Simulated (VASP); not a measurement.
Write the native input for VASP 6.6.1 that does the following.

| Quantity | Value |
| --- | --- |
| Task | single point |
| Functional | PBEsol |
| Potentials or basis | VASP PAW PBE potentials, release 64 (Y_sv, Hg) |
| Cutoff | 520 eV |
| k mesh | 14 × 14 × 14 |
| Occupations | gaussian, width 0.15 eV |
| Spin | no spin polarisation |
| Dipole correction | no |
| Further INCAR settings | ALGO = Fast; EDIFF = 1e-06; NBANDS = 18 |

The structure of YHg lies in POSCAR:

```
YHg
1.0
    3.6820000000      0.0000000000      0.0000000000
    0.0000000000      3.6820000000      0.0000000000
    0.0000000000      0.0000000000      3.6820000000
Y Hg
1 1
Direct
    0.5000000000      0.5000000000      0.4728408474
    0.0000000000      0.0000000000      0.0000000000
```

This cell differs from its parent crystal: all Y atoms moved -0.100 Å, as atom 1 along Cartesian [0 0 1].

The input as run:

INCAR

```
ALGO = Fast
EDIFF = 1E-6
ENCUT = 520
GGA = PS
ISIF = 2
ISMEAR = 0
LASPH = True
LCHARG = True
LELF = True
LREAL = False
LVHAR = True
LWAVE = False
NBANDS = 18
NELM = 100
PREC = Accurate
SIGMA = 0.15
```

KPOINTS

```
k-points
0
Gamma
  14 14 14
```

Potentials or basis: VASP PAW PBE potentials, release 64 (Y_sv, Hg).

The run is started by

```bash
$ cat potpaw_PBE.64/Y_sv/POTCAR potpaw_PBE.64/Hg/POTCAR > POTCAR
$ mpirun -np 1 vasp_std > vasp.out
```

It gave:

The pressure is -0.8 GPa and the largest force is 0.215 eV/Å.

Caveat: the cell differs from its parent crystal (all Y atoms moved -0.100 Å, as atom 1 along Cartesian [0 0 1]); the PAW data sets were made with another functional, which shifts forces and pressure a little.

It took 2 min on 1 thread of Intel(R) Xeon(R) 6975P-C (Granite Rapids), with other jobs on the host, peak memory 0.41 GiB.
